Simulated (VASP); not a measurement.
# ZnSe (P-4m2) in VASP: a series of runs, part 2 of 2

VASP 6.6.1. Earlier steps stand in the parts before.

## Step 4: Single point, r2SCAN (atoms displaced along a vibrational mode)

The input, POSCAR:

```
ZnSe
1.0
    0.0000000000     -2.8338000000     -2.8338000000
    0.0000000000      2.8338000000     -2.8338000000
    5.6676000000      0.0000000000      0.0000000000
Zn Se
2 2
Direct
    0.5000000000      0.5000000000      0.5264662291
    0.0000000000      0.0000000000     -0.0264662291
    0.0000000000      0.5000000000      0.2500000000
    0.5000000000      0.0000000000      0.7500000000
```

The input, INCAR.step1:

```
SYSTEM = ZnSe
PREC     = Accurate       ! precision mode
ENCUT    = 520            ! plane-wave cutoff, eV
ISMEAR   = 0              ! smearing method
SIGMA    = 0.05           ! smearing width, eV
LREAL    = .FALSE.        ! projectors in reciprocal space
LASPH    = .TRUE.         ! aspherical terms in the spheres
NELM     = 60             ! most SCF steps
NBANDS   = 26             ! bands
GGA      = PE             ! functional
ALGO     = Normal         ! electronic algorithm
EDIFF    = 1E-4           ! SCF threshold, eV
LWAVE    = .TRUE.         ! write WAVECAR
LCHARG   = .FALSE.        ! write CHGCAR
```

The input, INCAR.step2:

```
SYSTEM = ZnSe
PREC     = Accurate       ! precision mode
ENCUT    = 520            ! plane-wave cutoff, eV
EDIFF    = 1E-6           ! SCF threshold, eV
ISMEAR   = 0              ! smearing method
SIGMA    = 0.05           ! smearing width, eV
LREAL    = .FALSE.        ! projectors in reciprocal space
LASPH    = .TRUE.         ! aspherical terms in the spheres
NELM     = 60             ! most SCF steps
ALGO     = Normal         ! electronic algorithm
ISIF     = 2              ! what is computed and relaxed
LWAVE    = .FALSE.        ! write WAVECAR
LCHARG   = .FALSE.        ! write CHGCAR
METAGGA  = R2SCAN         ! meta-GGA
LMIXTAU  = .TRUE.       
NBANDS   = 26             ! bands
ISTART   = 1
```

The input, KPOINTS:

```
Automatic mesh
0
G
  8 8 6
  0 0 0
```

The run is started by

```sh
$ cat potpaw_PBE.64/Zn/POTCAR potpaw_PBE.64/Se/POTCAR > POTCAR
$ cp INCAR.step1 INCAR
$ mpirun -np 1 vasp_std > vasp.out
$ cp INCAR.step2 INCAR
$ mpirun -np 1 vasp_std > vasp.out
```

Run time: 3.8 min. Hardware: 1 thread of AMD EPYC 9R45 (Zen 5), shared host; peak memory 0.25 GiB.

Results (log left out):

```yaml
Free_energy: -49.6016 eV
Pressure: 0.6 GPa
Largest_force: 1.432 eV/Å
Band_gap_on_the_k_mesh: 1.67 eV
```

Forces in eV/Å, atoms in the order of the input:
```
Zn  -1.432  0.000  0.000
Zn   1.432  0.000  0.000
Se   0.000  0.000  0.000
Se   0.000  0.000  0.000
```

Stress tensor (GPa, compression positive):
```
-0.21  0.00  0.00
 0.00  1.07  0.00
 0.00  0.00  1.07
```

Levels at points of the mesh, in eV from the valence-band top:
```tsv
k point	band 14	band 15	band 16	band 17	band 18	band 19	band 20	band 21	band 22	band 23
(0.00, 0.00, 0.00)	-2.43	-2.43	-0.07	0.00	0.00	1.67	3.33	3.60	6.24	6.24
(0.50, 0.00, 0.00)	-3.93	-2.61	-2.55	-1.49	-0.55	4.13	4.93	6.39	6.76	7.29
(0.50, 0.50, 0.00)	-4.96	-2.69	-2.20	-2.20	-1.96	2.56	3.77	3.77	3.90	11.28
(0.00, 0.00, 0.50)	-2.81	-1.88	-1.88	-0.86	-0.86	3.77	3.89	4.75	4.94	8.25
(0.50, 0.00, 0.50)	-5.02	-1.46	-0.95	-0.92	-0.49	2.85	3.01	6.36	6.44	7.15
(0.50, 0.50, 0.50)	-4.89	-3.03	-2.77	-2.77	-2.61	5.22	5.96	5.96	6.23	7.18
```

Caveat: the cell differs from its parent crystal (atoms displaced along a vibrational mode); the PAW data sets were made with another functional, which shifts forces and pressure a little.

## Step 5: Single point, r2SCAN (atoms displaced along a vibrational mode)

Edit POSCAR of step 4 so:

```diff
@@ -8,4 +8,4 @@
 Direct
-    0.5000000000      0.5000000000      0.5264662291
-    0.0000000000      0.0000000000     -0.0264662291
+    0.5000000000      0.5000000000      0.4867668855
+    0.0000000000      0.0000000000      0.0132331145
     0.0000000000      0.5000000000      0.2500000000
```

The input, INCAR.step1:

```
PREC = Accurate
ENCUT = 520
ISMEAR = 0
SIGMA = 0.05
LREAL = F
LASPH = T
NELM = 60
NBANDS = 26
GGA = PE
ALGO = Normal
EDIFF = 1E-4
LWAVE = T
LCHARG = F
```

The input, INCAR.step2:

```
PREC = Accurate
ENCUT = 520
EDIFF = 1E-7
ISMEAR = 0
SIGMA = 0.05
LREAL = F
LASPH = T
NELM = 60
ALGO = Normal
ISIF = 2
LWAVE = F
LCHARG = F
METAGGA = R2SCAN
LMIXTAU = T
NBANDS = 26
ISTART = 1
```

The input, KPOINTS:

```
Automatic mesh
0
Gamma
  8 8 6
```

The run is started by

```sh
$ cat potpaw_PBE.64/Zn/POTCAR potpaw_PBE.64/Se/POTCAR > POTCAR
$ cp INCAR.step1 INCAR
$ mpirun -np 1 vasp_std > vasp.out
$ cp INCAR.step2 INCAR
$ mpirun -np 1 vasp_std > vasp.out
```

Wall time 4.2 min (1 thread of AMD EPYC 9R45 (Zen 5), shared host); peak memory 0.25 GiB.

The run converged. Its results:

```yaml
Free_energy: -49.7638 eV
Pressure: 0.2 GPa
Largest_force: 0.721 eV/Å
Band_gap_on_the_k_mesh: 1.82 eV
```

Forces in eV/Å, atoms in the order of the input:
```
Zn   0.721  0.000  0.000
Zn  -0.721  0.000  0.000
Se   0.000  0.000  0.000
Se   0.000  0.000  0.000
```

Stress tensor (GPa, compression positive):
```
0.00 0.00 0.00
0.00 0.30 0.00
0.00 0.00 0.30
```

Levels at points of the mesh, in eV from the valence-band top:
```tsv
k point	band 14	band 15	band 16	band 17	band 18	band 19	band 20	band 21	band 22	band 23
(0.00, 0.00, 0.00)	-2.28	-2.28	-0.02	0.00	0.00	1.82	3.33	3.80	6.29	6.29
(0.50, 0.00, 0.00)	-4.00	-2.60	-2.55	-1.19	-0.71	4.42	4.83	6.67	6.86	7.33
(0.50, 0.50, 0.00)	-4.84	-2.44	-2.22	-2.22	-2.07	2.97	3.65	3.85	3.85	11.45
(0.00, 0.00, 0.50)	-2.81	-1.55	-1.55	-1.04	-1.04	4.10	4.21	4.59	4.74	8.46
(0.50, 0.00, 0.50)	-5.13	-1.15	-0.91	-0.89	-0.66	2.98	3.06	6.64	6.66	7.03
(0.50, 0.50, 0.50)	-4.76	-2.84	-2.81	-2.81	-2.63	5.55	6.05	6.05	6.06	7.39
```

Caveat: the cell differs from its parent crystal (atoms displaced along a vibrational mode); the PAW data sets were made with another functional, which shifts forces and pressure a little.

## Step 6: Single point, r2SCAN (atoms displaced along a vibrational mode)

Edit POSCAR of step 5 so:

```diff
@@ -8,4 +8,4 @@
 Direct
-    0.5000000000      0.5000000000      0.4867668855
-    0.0000000000      0.0000000000      0.0132331145
+    0.5000000000      0.5000000000      0.4536840991
+    0.0000000000      0.0000000000      0.0463159009
     0.0000000000      0.5000000000      0.2500000000
```

The input, INCAR.step1:

```
PREC = Accurate ; ENCUT = 520
ISMEAR = 0 ; SIGMA = 0.05
LREAL = F ; LASPH = T
NELM = 80 ; NBANDS = 26
GGA = PE ; ALGO = Normal
EDIFF = 1E-4 ; LWAVE = T
LCHARG = F
```

The input, INCAR.step2:

```
PREC = Accurate ; ENCUT = 520
EDIFF = 1E-6 ; ISMEAR = 0
SIGMA = 0.05 ; LREAL = F
LASPH = T ; NELM = 80
ALGO = Normal ; ISIF = 2
LWAVE = F ; LCHARG = F
METAGGA = R2SCAN ; LMIXTAU = T
NBANDS = 26 ; ISTART = 1
```

The input, KPOINTS:

```
regular mesh
0
Gamma
  8 8 6
```

Potentials or basis: VASP PAW PBE potentials, release 64 (Zn, Se).

The run is started by

```sh
$ cat potpaw_PBE.64/Zn/POTCAR potpaw_PBE.64/Se/POTCAR > POTCAR
$ cp INCAR.step1 INCAR
$ mpirun -np 1 vasp_std > vasp.out
$ cp INCAR.step2 INCAR
$ mpirun -np 1 vasp_std > vasp.out
```

OUTCAR:

```text
PREC = Accurate
   ENCUT = 520
   EDIFF = 1E-6
   ISMEAR = 0
   LREAL = F
   LASPH = T
   NELM = 80
   ISIF = 2
   METAGGA = R2SCAN
   ISTART = 1

 ion  position               nearest neighbor table
   1  0.500  0.500  0.454-   3 2.31   3 2.31   4 2.61   4 2.61
   2  0.000  0.000  0.046-   3 2.31   3 2.31   4 2.61   4 2.61
   3  0.000  0.500  0.250-   1 2.31   2 2.31   2 2.31   1 2.31
   4  0.500  0.000  0.750-   1 2.61   2 2.61   1 2.61   2 2.61

  LATTYP: Found a simple tetragonal cell.
 ALAT       =     4.0075983931
 C/A-ratio  =     1.4142135624

  Lattice vectors:

 A1 = (   0.0000000000,  -2.8338000000,  -2.8338000000)
 A2 = (   0.0000000000,   2.8338000000,  -2.8338000000)
 A3 = (   5.6676000000,   0.0000000000,   0.0000000000)

Analysis of symmetry for initial positions (statically):
=====================================================================
 Subroutine PRICEL returns:
 Original cell was already a primitive cell.

 Routine SETGRP: Setting up the symmetry group for a
 simple tetragonal supercell.

 Subroutine GETGRP returns: Found  8 space group operations
 (whereof  4 operations were pure point group operations)
 out of a pool of 16 trial point group operations.

The static configuration has the point symmetry C_2v.
 The point group associated with its full space group is D_2d.

Analysis of symmetry for dynamics (positions and initial velocities):
=====================================================================
 Subroutine PRICEL returns:
 Original cell was already a primitive cell.

 Routine SETGRP: Setting up the symmetry group for a
 simple tetragonal supercell.

 Subroutine GETGRP returns: Found  8 space group operations
 (whereof  4 operations were pure point group operations)
 out of a pool of 16 trial point group operations.

The dynamic configuration has the point symmetry C_2v.
[... 115 lines left out ...]
   NELECT =      36.0000    total number of electrons
   NUPDOWN=      -1.0000    fix difference up-down
   EMIN   =  10.00;   EMAX   =-10.00  energy-range for DOS
   EFERMI =   0.00;   METHOD = LEGACY
   ISMEAR =     0;   SIGMA  =   0.05  broadening in eV -4-tet -1-fermi 0-gaus
   EFERMI_NEDOS =   21; number of points for ismear=-14 and -15
   IALGO  =     38    algorithm
   IMIX   =      4    mixing-type and parameters
     AMIX     =   0.40;   BMIX     =  1.00
     AMIX_MAG =   1.60;   BMIX_MAG =  1.00
  volume/ion in A,a.u.               =      22.76       153.57
  Fermi-wavevector in a.u.,A,eV,Ry     =   1.201673  2.270834 19.647073  1.444019
  Thomas-Fermi vector in A             =   2.337476
   LORBIT       =      0    0 simple, 1 ext, 2 COOP (PROOUT), +10 PAW based schemes
   METAGGA = R2SCAN    functional components
   LHFCALC =     F    Hartree Fock is set to
   AEXX    =    0.0000 exact exchange contribution
   IVDW    =     0    specifies the selected vdW correction
   LEPSILON=     F    determine dielectric tensor
   LRPA    =     F    only Hartree local field effects (RPA)
 non-spin polarized calculation
 Gauss-broadening in eV      SIGMA  =   0.05
  energy-cutoff  :      520.00
  volume of cell :       91.03
 maximum number of plane-waves:      2486
 NGX is ok and might be reduce to    30
   NGX = 15   NGY = 15   NGZ = 21

 number of electron      36.0000059 magnetization

 Free energy of the ion-electron system (eV)
  ---------------------------------------------------
  ext. energy  EPLUGINS =         0.00000000
  ---------------------------------------------------
  free energy    TOTEN  =       -49.16015109 eV

  energy without entropy =      -49.16015109  energy(sigma->0) =      -49.16015109

 E-fermi :   1.8001     XC(G=0):  -9.9171

 val. band max:        1.5498668805   @ k =   0.0000   0.0000   0.0000
 cond. band min:       2.8761916989   @ k =   0.0000   0.0000   0.0000
 fundamental gap:      1.3263248184
 Fermi energy:         1.8001106508

 k-point     1 :       0.0000    0.0000    0.0000
  band No.  band energies     occupation
      1     -13.1129      2.00000
      2     -10.7782      2.00000
      3      -5.9147      2.00000
      4      -5.8068      2.00000
      5      -5.8068      2.00000
      6      -5.3881      2.00000
[... 685 lines left out ...]
     25       9.5818      0.00000
     26      10.3680      0.00000

 [... further k-points ...]
[... 5 lines left out ...]
  --------------------------------------------------------------------------------------
  -------------------------------------------------------------------------------------
  Total       -0.4111992      1.7901680      1.7901680      0.0000000     -0.0000000      0.0000000
  in kB       -7.2376121     31.5091580     31.5091580      0.0000000     -0.0000000      0.0000000
  external PRESSURE =      18.5935680 kB  Pullay stress =       0.0000000 kB

 VOLUME and BASIS-vectors are now :
 -----------------------------------------------------------------------------
  energy-cutoff  :      520.00
  volume of cell :       91.03
      direct lattice vectors                 reciprocal lattice vectors
     0.000000000 -2.833800000 -2.833800000     0.000000000 -0.176441527 -0.176441527
     0.000000000  2.833800000 -2.833800000     0.000000000  0.176441527 -0.176441527
     5.667600000  0.000000000  0.000000000     0.176441527  0.000000000  0.000000000

 POSITION                                       TOTAL-FORCE (eV/Angst)
 -----------------------------------------------------------------------------------
      2.57130      0.00000     -2.83380         2.477330      0.000000     -0.000000
      0.26250      0.00000      0.00000        -2.477330     -0.000000      0.000000
      1.41690      1.41690     -1.41690        -0.000000      0.000000     -0.000000
      4.25070     -1.41690     -1.41690         0.000000      0.000000     -0.000000
 -----------------------------------------------------------------------------------
    total drift:                                0.000000      0.000000     -0.000000

  FREE ENERGIE OF THE ION-ELECTRON SYSTEM (eV)
  ---------------------------------------------------
  free  energy   TOTEN  =       -49.1601510854 eV

  energy  without entropy=      -49.1601510854  energy(sigma->0) =      -49.16015109
```

OSZICAR.step1:

```text
N       E                     dE             d eps       ncg     rms          rms(c)
DAV:   1     0.230778131937E+03    0.23078E+03   -0.16224E+04  3120   0.160E+03
DAV:   2     0.970173061074E+01   -0.22108E+03   -0.21158E+03  3192   0.330E+02
DAV:   3    -0.117068416543E+02   -0.21409E+02   -0.21219E+02  3748   0.104E+02
DAV:   4    -0.121291549048E+02   -0.42231E+00   -0.42161E+00  3528   0.145E+01
DAV:   5    -0.121317518211E+02   -0.25969E-02   -0.25966E-02  3754   0.112E+00    0.721E+00
DAV:   6    -0.114245962160E+02    0.70716E+00   -0.15286E+00  4222   0.308E+01    0.549E+00
DAV:   7    -0.113888486476E+02    0.35748E-01   -0.78048E-01  3446   0.550E+00    0.223E+00
DAV:   8    -0.113866831146E+02    0.21655E-02   -0.20717E-02  3640   0.123E+00    0.684E-01
DAV:   9    -0.113866814695E+02    0.16451E-05   -0.47090E-03  3902   0.963E-01    0.123E-01
DAV:  10    -0.113868384348E+02   -0.15697E-03   -0.73129E-04  3390   0.393E-01    0.590E-02
DAV:  11    -0.113869329346E+02   -0.94500E-04   -0.19578E-04  2810   0.128E-01
   1 F= -.11386933E+02 E0= -.11386933E+02  d E =-.601149E-12
```

Run time: 3.4 min. Hardware: 1 thread of AMD EPYC 9R45 (Zen 5), shared host; peak memory 0.25 GiB.

What came out:

* Free energy: -49.1602 eV
* Pressure: 1.9 GPa
* Largest force: 2.477 eV/Å
* Band gap on the k mesh: 1.33 eV

Forces on the atoms (eV/Å):
```
Zn   2.477  0.000  0.000
Zn  -2.477  0.000  0.000
Se   0.000  0.000  0.000
Se   0.000  0.000  0.000
```

Levels at points of the mesh, in eV from the valence-band top:
```csv
k point,band 15,band 16,band 17,band 18,band 19,band 20,band 21,band 22
"(0.00, 0.00, 0.00)",-2.81,-0.18,0.00,0.00,1.33,3.13,3.31,6.10
"(0.50, 0.00, 0.00)",-2.60,-2.58,-2.03,-0.38,3.60,4.98,5.88,6.53
"(0.50, 0.50, 0.00)",-3.12,-2.13,-2.13,-1.86,1.87,3.58,3.58,4.21
"(0.00, 0.00, 0.50)",-2.45,-2.45,-0.65,-0.65,3.20,3.36,4.89,5.18
"(0.50, 0.00, 0.50)",-2.01,-1.06,-1.00,-0.30,2.54,2.85,5.85,6.07
"(0.50, 0.50, 0.50)",-3.38,-2.70,-2.70,-2.67,4.65,5.74,5.74,6.40
```

Caveat: the cell differs from its parent crystal (atoms displaced along a vibrational mode); the PAW data sets were made with another functional, which shifts forces and pressure a little.

## Step 7: Overview

| cell | gap on the mesh (eV) | pressure (GPa) | largest force (eV/Å) |
| --- | --- | --- | --- |
| as given, atomic positions A | 1.19 | 2.4 | 2.80 |
| as given, atomic positions B | 1.46 | 1.4 | 2.13 |
| as given, atomic positions C | 1.67 | 0.6 | 1.43 |
| as given, atomic positions D | 1.82 | 0.2 | 0.72 |
| as given, atomic positions E | 1.33 | 1.9 | 2.48 |

Alike in all rows: task single point; level r2SCAN; potentials or basis VASP PAW PBE potentials, release 64 (Zn, Se); no spin polarisation; k mesh 8 × 8 × 6; cutoff (eV) 520; smearing gaussian 0.05 eV.

Caveats: the PAW data sets were made with another functional, which shifts forces and pressure a little; the stress differs along the axes, from -1 to 4 GPa (at least some runs).

Total energies depend on the potentials used, so only differences within one code and one set of settings carry meaning.
